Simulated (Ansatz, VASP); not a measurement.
# AsPt in VASP and in Ansatz

```
As Pt
1.0
     0.00000    2.61819    2.61819
     2.61819    0.00000    2.61819
     2.61819    2.61819    0.00000
As Pt
1 1
Direct
  0.00000 0.00000 0.00000
  0.50000 0.50000 0.50000
```

Alike in both runs: functional PBE; k mesh 18 × 18 × 18; occupations gaussian, width 0.1 eV; no spin polarisation.

Ansatz relaxed the structure, and its values are those at the end. VASP's run is a single point on that final structure, the one shown.

|  | VASP | Ansatz |
| --- | --- | --- |
| version | VASP 6.6.1 | Ansatz 0.2.0 |
| potentials or method | VASP PAW PBE potentials, release 64 (As, Pt), cutoff 520 eV | scalar-relativistic, plane waves, PAW |
| valence electrons in the cell | 15 | 33 |

|  | VASP | Ansatz | Ansatz less VASP |
| --- | --- | --- | --- |
| gap on the k mesh at the Fermi level (eV) | none | none | - |
| pressure (GPa) | 0.0 | 0.0 | +0.02 |

A gap of «none» marks a metal or a gap that the smearing closes. The functional is the same, so the differences come from potentials, cutoffs and numerics. VASP's potentials hold 15 valence electrons a cell and Ansatz's 33, so a difference there can come from the potentials and not from the codes.

Spin-orbit coupling is off throughout.
